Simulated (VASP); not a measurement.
TiO2, 6 atoms in the cell. The structure is tetragonal, space group P4_2/mnm (No. 136). Conventional cell: a = 4.594 Å, b = 4.594 Å, c = 2.959 Å, α = 90.00°, β = 90.00°, γ = 90.00°. Within 2.6 Å of Ti (site symmetry mmm) lie 6 O at 1.94 to 1.99 Å. O (site symmetry m2m) has 3 Ti at 1.94 to 1.99 Å and 1 O at 2.52 Å within 2.6 Å. 

```yaml
Program: VASP 6.6.1
Task: single point
Functional: r2SCAN
Potentials_or_basis: VASP PAW PBE potentials, release 64 (Ti_sv, O)
Cutoff: 520 eV
k_mesh: 5 × 5 × 7
Occupations: fermi-dirac, width 0.03 eV
Spin: collinear spin
Starting_moments: "[1.0, -1.0, 0.0, 0.0, 0.0, 0.0] μB"
Dipole_correction: no
Further_INCAR_settings: ALGO = Normal; EDIFF = 1e-06; NBANDS = 37
```

Potentials or basis: VASP PAW PBE potentials, release 64 (Ti_sv, O).

Command:

```sh
$ cat potpaw_PBE.64/Ti_sv/POTCAR potpaw_PBE.64/O/POTCAR > POTCAR
$ cp INCAR.step1 INCAR
$ mpirun -np 1 vasp_std > vasp.out
$ cp INCAR.step2 INCAR
$ mpirun -np 1 vasp_std > vasp.out
```

Hardware: 1 thread of AMD EPYC 7R13 (shared host).

Question: Estimate the wall time of this run.

Answer: Run time: 12 min on 1 thread of AMD EPYC 7R13, on a shared host, peak memory 0.22 GiB. Counts: k points 24.
